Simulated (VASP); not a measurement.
Write the native input for VASP 6.6.1 that does the following.

| Property | Result |
| --- | --- |
| Task | single point |
| Functional | PBE |
| Potentials or basis | VASP PAW PBE potentials, release 64 (Mn_pv, O) |
| Cutoff | 520 eV |
| k mesh | 14 × 14 × 14 |
| Occupations | gaussian, width 0.05 eV |
| Spin | collinear spin, antiferromagnetic start |
| Starting moments | [4.42, -4.42, 0.0, 0.0] μB |
| Dipole correction | no |
| Further INCAR settings | ALGO = Normal; EDIFF = 1e-06; NBANDS = 31 |

The structure of MnO lies in POSCAR:

```
MnO
1.0
    0.0000000000      2.2267359415      2.2267359415
    2.2267359414      0.0000000000      2.2267359415
    4.2947594054      2.0680234639     -2.0680234639
Mn O
2 2
Direct
    0.0000000000      0.0000000000      0.0000000000
    0.5000000000      0.0000000000      0.5000000000
    0.7499999517      0.5000000966      0.2499998552
    1.2500000483      0.4999999034      0.7500001448
```

The input as run:

INCAR

```
PREC = Accurate ; ENCUT = 520
EDIFF = 1E-6 ; ISMEAR = 0
SIGMA = 0.05 ; LREAL = F
LASPH = T ; NELM = 150
ALGO = Normal ; ISIF = 2
LWAVE = F ; LCHARG = F
ISPIN = 2 ; MAGMOM = 4.42 -4.42 0 0
LORBIT = 11 ; LMAXMIX = 4
GGA = PE ; NBANDS = 31
```

KPOINTS

```
regular mesh
0
Gamma
  14 14 14
```

Potentials or basis: VASP PAW PBE potentials, release 64 (Mn_pv, O).

Command:

```bash
$ cat potpaw_PBE.64/Mn_pv/POTCAR potpaw_PBE.64/O/POTCAR > POTCAR
$ mpirun -np 1 vasp_std > vasp.out
```

Results of the run:

```
Pressure                                              : 6.7 GPa
Band gap on the k mesh                                : 0.99 eV
Net moment                                            : 0.00 μB per cell
Site moments                                          : Mn +4.29, -4.29; O +0.00 μB
Valence electrons inside the program's atomic spheres : Mn 11.41; O 5.00
```

Caveat: the cell stands under pressure.

Wall time 4.8 min on 1 thread of Intel(R) Xeon(R) 6975P-C (Granite Rapids), on a shared host, peak memory 0.56 GiB.
